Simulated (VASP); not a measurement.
# CdH2O2 (P3m1) in VASP: single point with LDA

Aim: the single point of CdH2O2 with LDA.

Program: VASP 6.6.1. These are calculated values, not measurements. Logs are shortened: lines on timing, memory, paths and dates and some standing lists are left out, and cuts for length are marked.

## (1) The cell of the first run

The structure is trigonal, space group P3m1 (No. 156). Conventional cell: a = 3.840 Å, b = 3.840 Å, c = 4.441 Å, α = 90.00°, β = 90.00°, γ = 120.00°. Cd (site symmetry 3m) has 6 H at 2.22 to 2.97 Å and 6 O at 2.39 to 2.43 Å within 3.0 Å. H (site symmetry 3m) has 1 O at 0.99 Å within 1.3 Å. Within 1.3 Å of H (site symmetry 3m) lie 1 O at 0.98 Å. Within 1.3 Å of O (site symmetry 3m) lie 1 H at 0.99 Å. O (site symmetry 3m) has 1 H at 0.98 Å within 1.3 Å.

## (2) Single point, LDA

Contents of INCAR:

```
PREC     = Accurate       # precision mode
ENCUT    = 520            # plane-wave cutoff, eV
EDIFF    = 1E-7           # SCF threshold, eV
ISMEAR   = 0              # smearing method
SIGMA    = 0.05           # smearing width, eV
LREAL    = False          # projectors in reciprocal space
LASPH    = True           # aspherical terms in the spheres
NELM     = 100            # most SCF steps
ALGO     = Normal         # electronic algorithm
ISIF     = 2              # what is computed and relaxed
LWAVE    = False          # write WAVECAR
LCHARG   = True           # write CHGCAR
GGA      = CA             # functional
LELF     = True           # ELF
LVHAR    = True         
NBANDS   = 21             # bands
```

Contents of KPOINTS:

```
regular mesh
0
Gamma
  9 9 6
```

Contents of POSCAR:

```
CdH2O2
1.0
    3.8398216553      0.0000000000      0.0000000000
   -1.9199108277      3.3253830995      0.0000000000
    0.0000000000      0.0000000000      4.4413930000
Cd H O
1 2 2
Direct
    0.3333333333      0.6666666667      0.9873000000
    0.0000000000      0.0000000000      0.0080770000
    0.6666666667      0.3333333333      0.4318850000
    0.0000000000      0.0000000000      0.7861940000
    0.6666666667      0.3333333333      0.2118940000
```

Potentials or basis: VASP PAW LDA potentials, release 64 (Cd, H, O).

The run is started by

```
$ cat potpaw_LDA.64/Cd/POTCAR potpaw_LDA.64/H/POTCAR potpaw_LDA.64/O/POTCAR > POTCAR
$ mpirun -np 1 vasp_std > vasp.out
```

OUTCAR:

```text
PREC = Accurate
   ENCUT = 520
   EDIFF = 1E-7
   ISMEAR = 0
   LREAL = False
   LASPH = True
   NELM = 100
   ISIF = 2
   GGA = CA

 ion  position               nearest neighbor table
   1  0.333  0.667  0.987-   2 2.22   2 2.22   2 2.22   4 2.39   4 2.39   4 2.39   5 2.43   5 2.43
                             5 2.43
   2  0.000  0.000  0.008-   4 0.99   1 2.22   1 2.22   1 2.22
   3  0.667  0.333  0.432-   5 0.98
   4  0.000  0.000  0.786-   2 0.99   1 2.39   1 2.39   1 2.39
   5  0.667  0.333  0.212-   3 0.98   1 2.43   1 2.43   1 2.43

  LATTYP: Found a hexagonal cell.
 ALAT       =     3.8398216553
 C/A-ratio  =     1.1566664806

  Lattice vectors:

 A1 = (   3.8398216553,   0.0000000000,   0.0000000000)
 A2 = (  -1.9199108277,   3.3253830995,   0.0000000000)
 A3 = (   0.0000000000,   0.0000000000,   4.4413930000)

Analysis of symmetry for initial positions (statically):
=====================================================================
 Subroutine PRICEL returns:
 Original cell was already a primitive cell.

 Routine SETGRP: Setting up the symmetry group for a
 hexagonal supercell.

 Subroutine GETGRP returns: Found  6 space group operations
 (whereof  6 operations were pure point group operations)
 out of a pool of 24 trial point group operations.

The static configuration has the point symmetry C_3v.

Analysis of symmetry for dynamics (positions and initial velocities):
=====================================================================
 Subroutine PRICEL returns:
 Original cell was already a primitive cell.

 Routine SETGRP: Setting up the symmetry group for a
 hexagonal supercell.

 Subroutine GETGRP returns: Found  6 space group operations
 (whereof  6 operations were pure point group operations)
 out of a pool of 24 trial point group operations.

The dynamic configuration has the point symmetry C_3v.

 Subroutine INISYM returns: Found  6 space group operations
 (whereof  6 operations are pure point group operations),
 and found     1 'primitive' translations

----------------------------------------------------------------------------------------

                                     Primitive cell

  volume of cell :      56.7116

  direct lattice vectors                    reciprocal lattice vectors
     3.839821655  0.000000000  0.000000000     0.260428762  0.150358616  0.000000000
    -1.919910828  3.325383100  0.000000000     0.000000000  0.300717232  0.000000000
     0.000000000  0.000000000  4.441393000     0.000000000  0.000000000  0.225154586

  length of vectors
     3.839821655  3.839821655  4.441393000     0.300717232  0.300717232  0.225154586

  position of ions in fractional coordinates (direct lattice)
     0.333333333  0.666666667  0.987300000
     0.000000000  0.000000000  0.008077000
     0.666666667  0.333333333  0.431885000
     0.000000000  0.000000000  0.786194000
     0.666666667  0.333333333  0.211894000

  ion indices of the primitive-cell ions
   primitive index   ion index
                 1           1
                 2           2
                 3           3
                 4           4
                 5           5

----------------------------------------------------------------------------------------

 KPOINTS: regular mesh

Automatic generation of k-mesh.
 Grid dimensions read from file:
 generate k-points for:    9    9    6

 Generating k-lattice:

  Cartesian coordinates                     Fractional coordinates (reciprocal lattice)
     0.028936529  0.016706513  0.000000000     0.111111111  0.000000000  0.000000000
     0.000000000  0.033413026  0.000000000     0.000000000  0.111111111  0.000000000
     0.000000000  0.000000000  0.037525764     0.000000000  0.000000000  0.166666667

  Length of vectors
     0.033413026  0.033413026  0.037525764

  Shift w.r.t. Gamma in fractional coordinates (k-lattice)
     0.000000000  0.000000000  0.000000000

 Subroutine IBZKPT returns following result:
 ===========================================

 Found     62 irreducible k-points:

 Following reciprocal coordinates:
            Coordinates               Weight
  0.000000  0.000000  0.000000      1.000000
  0.111111  0.000000  0.000000      6.000000
  0.222222 -0.000000  0.000000      6.000000
  0.333333 -0.000000  0.000000      6.000000
  0.444444 -0.000000  0.000000      6.000000
  0.111111  0.111111  0.000000      6.000000
[... 16 lines left out ...]
  0.222222  0.111111  0.166667     12.000000
 -0.111111  0.333333  0.166667     12.000000
 [... further k-points ...]
   k-points           NKPTS =     62   k-points in BZ     NKDIM =     62   number of bands    NBANDS=     21
   number of dos      NEDOS =    301   number of ions     NIONS =      5
   total plane-waves  NPLWV =  32400
   dimension x,y,z NGX =    30 NGY =   30 NGZ =   36
   dimension x,y,z NGXF=    60 NGYF=   60 NGZF=   72
   ions per type =               1   2   2
   NGX,Y,Z   is equivalent  to a cutoff of  12.99, 12.99, 13.48 a.u.
   NGXF,Y,Z  is equivalent  to a cutoff of  25.98, 25.98, 26.95 a.u.
 SYSTEM =  unknown system
   PREC   = accura    normal or accurate (medium, high low for compatibility)
   ISTART =      0    job   : 0-new  1-cont  2-samecut
   ICHARG =      2    charge: 1-file 2-atom 10-const
   ISPIN  =      1    spin polarized calculation?
   LNONCOLLINEAR =      F non collinear calculations
   LSORBIT =      F    spin-orbit coupling
   LASPH  =      T    aspherical Exc in radial PAW
   ENCUT  =  520.0 eV  38.22 Ry    6.18 a.u.   7.14  7.14  8.26*2*pi/ulx,y,z
   NELM   =    100;   NELMIN=  2; NELMDL= -5     # of ELM steps
   EDIFF  = 0.1E-06   stopping-criterion for ELM
   LREAL  =      F    real-space projection
   EDIFFG = 0.1E-05   stopping-criterion for IOM
   NSW    =      0    number of steps for IOM
   IBRION =     -1    ionic relax: 0-MD 1-quasi-New 2-CG
   NFREE  =      0    steps in history (QN), initial steepest desc. (CG)
   ISIF   =      2    stress and relaxation
   ISYM   =      2    0-nonsym 1-usesym 2-fastsym
   POTIM  = 0.5000    time-step for ionic-motion
   TEBEG  =    0.0;   TEEND  =   0.0 temperature during run
   PSTRESS=    0.0 pullay stress
   NELECT =      26.0000    total number of electrons
   NUPDOWN=      -1.0000    fix difference up-down
   EMIN   =  10.00;   EMAX   =-10.00  energy-range for DOS
   EFERMI =   0.00;   METHOD = LEGACY
   ISMEAR =     0;   SIGMA  =   0.05  broadening in eV -4-tet -1-fermi 0-gaus
   EFERMI_NEDOS =   21; number of points for ismear=-14 and -15
   IALGO  =     38    algorithm
   IMIX   =      4    mixing-type and parameters
     AMIX     =   0.40;   BMIX     =  1.00
     AMIX_MAG =   1.60;   BMIX_MAG =  1.00
  volume/ion in A,a.u.               =      11.34        76.54
  Fermi-wavevector in a.u.,A,eV,Ry     =   1.262337  2.385471 21.680810  1.593495
  Thomas-Fermi vector in A             =   2.395750
   LORBIT       =      0    0 simple, 1 ext, 2 COOP (PROOUT), +10 PAW based schemes
   GGA     = CA    functional components
   LHFCALC =     F    Hartree Fock is set to
   AEXX    =    0.0000 exact exchange contribution
   IVDW    =     0    specifies the selected vdW correction
   LEPSILON=     F    determine dielectric tensor
   LRPA    =     F    only Hartree local field effects (RPA)
 non-spin polarized calculation
 Gauss-broadening in eV      SIGMA  =   0.05
  energy-cutoff  :      520.00
  volume of cell :       56.71
 maximum number of plane-waves:      1554
 NGX is ok and might be reduce to    30
   NGX = 15   NGY = 15   NGZ = 17

 number of electron      26.0000010 magnetization

 Free energy of the ion-electron system (eV)
  ---------------------------------------------------
  ext. energy  EPLUGINS =         0.00000000
  ---------------------------------------------------
  free energy    TOTEN  =       -24.00667512 eV

  energy without entropy =      -24.00667512  energy(sigma->0) =      -24.00667512

 E-fermi :  -0.9273     XC(G=0):  -9.8077

 val. band max:       -1.1679635581   @ k =   0.4444  -0.0000   0.0000
 cond. band min:      -0.1242811665   @ k =   0.0000   0.0000   0.0000
 fundamental gap:      1.0436823916
 Fermi energy:        -0.9272758156

 k-point     1 :       0.0000    0.0000    0.0000
  band No.  band energies     occupation
      1     -19.1961      2.00000
      2     -18.1093      2.00000
      3      -8.0910      2.00000
      4      -7.9337      2.00000
      5      -7.9337      2.00000
      6      -7.3130      2.00000
[... 13 lines left out ...]
     20      12.7921      0.00000
     21      14.7202      0.00000

 k-point     2 :       0.1111    0.0000    0.0000
  band No.  band energies     occupation
      1     -19.1591      2.00000
      2     -18.1332      2.00000
      3      -8.0840      2.00000
      4      -7.8875      2.00000
      5      -7.8443      2.00000
      6      -7.3334      2.00000
[... 13 lines left out ...]
     20      12.2337      0.00000
     21      14.8161      0.00000

 k-point     3 :       0.2222   -0.0000    0.0000
  band No.  band energies     occupation
      1     -19.0604      2.00000
      2     -18.1971      2.00000
      3      -8.0068      2.00000
      4      -7.7700      2.00000
      5      -7.7071      2.00000
      6      -7.3471      2.00000
[... 13 lines left out ...]
     20      12.7654      0.00000
     21      14.2199      0.00000

 k-point     4 :       0.3333   -0.0000    0.0000
  band No.  band energies     occupation
      1     -18.9356      2.00000
      2     -18.2792      2.00000
      3      -7.9002      2.00000
      4      -7.6498      2.00000
      5      -7.6257      2.00000
      6      -7.3120      2.00000
[... 13 lines left out ...]
     20      12.3304      0.00000
     21      13.5288      0.00000

 k-point     5 :       0.4444   -0.0000    0.0000
  band No.  band energies     occupation
      1     -18.8403      2.00000
      2     -18.3448      2.00000
      3      -7.8779      2.00000
      4      -7.5968      2.00000
      5      -7.4960      2.00000
      6      -7.2895      2.00000
[... 13 lines left out ...]
     20      11.9535      0.00000
     21      13.1836      0.00000

 k-point     6 :       0.1111    0.1111    0.0000
  band No.  band energies     occupation
      1     -19.0913      2.00000
      2     -18.1769      2.00000
      3      -8.0345      2.00000
      4      -7.7992      2.00000
      5      -7.7447      2.00000
      6      -7.3484      2.00000
[... 13 lines left out ...]
     20      12.6214      0.00000
     21      14.2037      0.00000

 k-point     7 :       0.2222    0.1111    0.0000
  band No.  band energies     occupation
      1     -18.9797      2.00000
      2     -18.2490      2.00000
      3      -7.9197      2.00000
      4      -7.6957      2.00000
      5      -7.6527      2.00000
      6      -7.3347      2.00000
[... 13 lines left out ...]
     20      12.4969      0.00000
     21      13.4150      0.00000
[... 291 lines left out ...]
      1     -18.8293      2.00000
      2     -18.3496      2.00000
      3      -7.9027      2.00000
      4      -7.6024      2.00000
      5      -7.5059      2.00000
      6      -7.2724      2.00000
[... 13 lines left out ...]
     20      11.7385      0.00000
     21      13.0751      0.00000

 k-point    21 :       0.0000    0.4444    0.1667
  band No.  band energies     occupation
      1     -18.8329      2.00000
      2     -18.3452      2.00000
      3      -7.9516      2.00000
      4      -7.6072      2.00000
      5      -7.4658      2.00000
      6      -7.2943      2.00000
[... 13 lines left out ...]
     20      11.7460      0.00000
     21      13.0249      0.00000

 k-point    22 :       0.1111    0.1111    0.1667
  band No.  band energies     occupation
      1     -19.0635      2.00000
      2     -18.2044      2.00000
      3      -8.0234      2.00000
      4      -7.7999      2.00000
      5      -7.7352      2.00000
      6      -7.3521      2.00000
[... 13 lines left out ...]
     20      13.0311      0.00000
     21      13.8452      0.00000

 k-point    23 :       0.2222    0.1111    0.1667
  band No.  band energies     occupation
      1     -18.9576      2.00000
      2     -18.2681      2.00000
      3      -7.8884      2.00000
      4      -7.7304      2.00000
      5      -7.6628      2.00000
      6      -7.3372      2.00000
[... 13 lines left out ...]
     20      12.5814      0.00000
     21      13.4999      0.00000

 k-point    24 :      -0.1111    0.3333    0.1667
  band No.  band energies     occupation
      1     -18.9599      2.00000
      2     -18.2649      2.00000
      3      -7.9665      2.00000
      4      -7.6889      2.00000
      5      -7.6463      2.00000
      6      -7.3390      2.00000
[... 13 lines left out ...]
     20      12.5793      0.00000
     21      13.2323      0.00000

 [... further k-points ...]

------------------------ aborting loop because EDIFF is reached ----------------------------------------

  FORCE on cell =-STRESS in cart. coord.  units (eV):
  Direction    XX          YY          ZZ          XY          YZ          ZX
  --------------------------------------------------------------------------------------
  -------------------------------------------------------------------------------------
  Total       -2.9989038     -2.9989038     -0.9700317      0.0000000      0.0000000      0.0000000
  in kB      -84.7229709    -84.7229709    -27.4046705      0.0000000      0.0000000      0.0000000
  external PRESSURE =     -65.6168707 kB  Pullay stress =       0.0000000 kB

 VOLUME and BASIS-vectors are now :
 -----------------------------------------------------------------------------
  energy-cutoff  :      520.00
  volume of cell :       56.71
      direct lattice vectors                 reciprocal lattice vectors
     3.839821655  0.000000000  0.000000000     0.260428762  0.150358616  0.000000000
    -1.919910828  3.325383100  0.000000000     0.000000000  0.300717232  0.000000000
     0.000000000  0.000000000  4.441393000     0.000000000  0.000000000  0.225154586

 POSITION                                       TOTAL-FORCE (eV/Angst)
 -----------------------------------------------------------------------------------
     -0.00000      2.21692      4.38499         0.000000     -0.000000     -0.046628
      0.00000      0.00000      0.03587        -0.000000     -0.000000      0.376961
      1.91991      1.10846      1.91817        -0.000000     -0.000000      0.331572
      0.00000      0.00000      3.49180        -0.000000     -0.000000      0.164938
      1.91991      1.10846      0.94110         0.000000      0.000000     -0.826843
 -----------------------------------------------------------------------------------
    total drift:                               -0.000000      0.000000      0.000353

  FREE ENERGIE OF THE ION-ELECTRON SYSTEM (eV)
  ---------------------------------------------------
  free  energy   TOTEN  =       -24.0066751243 eV

  energy  without entropy=      -24.0066751243  energy(sigma->0) =      -24.00667512
```

Wall time 31 s (1 thread of Intel Xeon 6975P-C (Granite Rapids), shared host); peak memory 0.2 GiB.

Results:

```
Free energy            : -24.0067 eV
Pressure               : -6.6 GPa
Largest force          : 0.827 eV/Å
Band gap on the k mesh : 1.04 eV (least direct gap 1.57 eV)
```

Forces in eV/Å, atoms in the order of the input:
```
Cd   0.000  0.000 -0.047
H    0.000  0.000  0.377
H    0.000  0.000  0.332
O    0.000  0.000  0.165
O    0.000  0.000 -0.827
```

Stress tensor (GPa, compression positive):
```
-8.47  0.00  0.00
 0.00 -8.47  0.00
 0.00  0.00 -2.74
```

Caveat: the stress differs along the axes, from -8 to -3 GPa. A k mesh can miss the band edges.
